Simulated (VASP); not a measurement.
Input of a VASP 6.6.1 run:

Contents of INCAR:

```
PREC = Accurate
ENCUT = 520
EDIFF = 1E-6
ISMEAR = -1
SIGMA = 0.1
LREAL = False
LASPH = True
NELM = 100
ALGO = Normal
ISIF = 2
LWAVE = False
LCHARG = False
GGA = PE
IVDW = 12
NBANDS = 78
```

The input KPOINTS:

```
regular mesh
0
Gamma
  3 2 3
```

The input POSCAR:

```
Sc12H
1.0
    6.6200000000      0.0000000000      0.0000000000
   -4.9650000000      8.5996320000      0.0000000000
    0.0000000000      0.0000000000      5.2761400000
Sc H
12 1
Direct
   -0.0338173034     -0.0055932626     -0.0342106161
    0.1791200982      0.2413242799      0.5069046689
    0.0299934902      0.3327002830      0.0318225066
    0.1552344140      0.5438372247      0.5055210817
    0.0281248332      0.6474695661     -0.0405978613
    0.1586746390      0.9189579275      0.4457235782
    0.4671024567     -0.0128261302      0.0175128029
    0.7003699341      0.2206140914      0.5458915040
    0.5139190956      0.3439565786      0.0266293161
    0.6403458310      0.5299877948      0.4996455742
    0.5368015877      0.6939831844      0.0111634642
    0.6226523365      0.8775142936      0.4850515718
    0.3942621500      0.1717050218      0.7054778683
```

Potentials or basis: VASP PAW PBE potentials, release 64 (Sc_sv, H).

Command:

```bash
$ cat potpaw_PBE.64/Sc_sv/POTCAR potpaw_PBE.64/H/POTCAR > POTCAR
$ mpirun -np 1 vasp_std > vasp.out
```

(1) Predict the largest force.

(2) Predict the dispersion energy per atom.

(3) Estimate the pressure.

(4) What does it give for the band gap on the k mesh?

Answers

(1) 1.644 eV/Å.

(2) -0.363 eV.

(3) -2.1 GPa.

(4) zero (an odd number of electrons rules out a gap without spin polarisation).

Caveat: the k points lie up to 0.40 Å⁻¹ apart, too coarse for converged energies and pressures of a metal; the atoms stand as in a frame of molecular dynamics.
